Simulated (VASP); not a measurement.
Input of a VASP 6.6.1 run:

File INCAR:

```
PREC = Accurate
ENCUT = 520
EDIFF = 1E-6
ISMEAR = -1
SIGMA = 0.15
LREAL = False
LASPH = True
NELM = 100
ALGO = Fast
ISIF = 2
LWAVE = False
LCHARG = True
GGA = PE
LELF = True
LVHAR = True
NBANDS = 18
```

KPOINTS

```
regular mesh
0
Gamma
  18 18 10
```

The input POSCAR:

```
Au
1.0
    2.9328028263      0.0000000000      0.0000000000
   -1.4664014131      2.5398817519      0.0000000000
    0.0000000000      0.0000000000      4.9317760972
Au
2
Direct
    0.3333333333      0.6666666667      0.7500000000
    0.6666666667      0.3333333333      0.2500000000
```

Potentials or basis: VASP PAW PBE potentials, release 64 (Au).

Launch:

```console
$ cat potpaw_PBE.64/Au/POTCAR > POTCAR
$ mpirun -np 1 vasp_std > vasp.out
```

(1) Estimate the band gap on the k mesh.

(2) Estimate the pressure.

Answers

(1) zero (band 11 reaches 12.19 eV, above the bottom of band 12 at 5.74 eV).

(2) -2.7 GPa.

Caveat: spin-orbit coupling is left out, which moves the levels of the heavy elements.
